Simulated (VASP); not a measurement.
Input of a VASP 6.6.1 run:

INCAR

```
SYSTEM = Sc4Al
ALGO = Fast
EDIFF = 1E-6
EDIFFG = -0.04
ENCUT = 600
GGA = PE
IBRION = 2
ISIF = 3
ISMEAR = 0
LASPH = .True.
LCHARG = .False.
LREAL = .False.
LWAVE = .False.
NELM = 100
NSW = 90
PREC = Accurate
SIGMA = 0.1
```

Contents of KPOINTS:

```
k-points
0
Gamma
  6 6 6
  0 0 0
```

Contents of POSCAR:

```
Sc4Al
1.0
    2.3299256300      1.3451831900      4.7559407900
   -2.3299256300      1.3451831900      4.7559407900
    0.0000000000     -2.6903663800      4.7559407900
Sc Al
4 1
Direct
    0.7000000000      0.7000000000      0.7000000000
    0.1000000000      0.1000000000      0.1000000000
    0.9000000000      0.9000000000      0.9000000000
    0.3000000000      0.3000000000      0.3000000000
    0.5000000000      0.5000000000      0.5000000000
```

Potentials or basis: VASP PAW PBE potentials, release 64 (Sc_sv, Al).

The run is started by

```bash
$ cat potpaw_PBE.64/Sc_sv/POTCAR potpaw_PBE.64/Al/POTCAR > POTCAR
$ mpirun -np 1 vasp_std > vasp.out
```

Question: What does it give for the relaxed cell?

Answer: a = 5.996 Å, b = 5.996 Å, c = 5.996 Å, α = 48.75°, β = 48.75°, γ = 48.75°.

Question: What does it give for the band gap on the k mesh?

Answer: Zero (an odd number of electrons rules out a gap without spin polarisation).

Question: What does it give for the relaxed volume?

Answer: 22.37 Å³/atom.

Question: Estimate the space group after relaxing (to 0.1 Å).

Answer: R-3m (No. 166).

Final structure:
```cif
data_structure
_symmetry_space_group_name_H-M 'P 1'
_symmetry_Int_Tables_number 1
_cell_length_a 5.9961
_cell_length_b 5.9961
_cell_length_c 5.9961
_cell_angle_alpha 48.755
_cell_angle_beta 48.755
_cell_angle_gamma 48.755
_cell_volume 111.84
loop_
_atom_site_label
_atom_site_type_symbol
_atom_site_fract_x
_atom_site_fract_y
_atom_site_fract_z
_atom_site_occupancy
Sc1 Sc 0.68392 0.68392 0.68392 1
Sc2 Sc 0.10443 0.10443 0.10443 1
Sc3 Sc 0.89557 0.89557 0.89557 1
Sc4 Sc 0.31608 0.31608 0.31608 1
Al1 Al 0.50000 0.50000 0.50000 1
```

Caveat: the volume moved by over 15 % at a fixed basis, so the end points are rough.
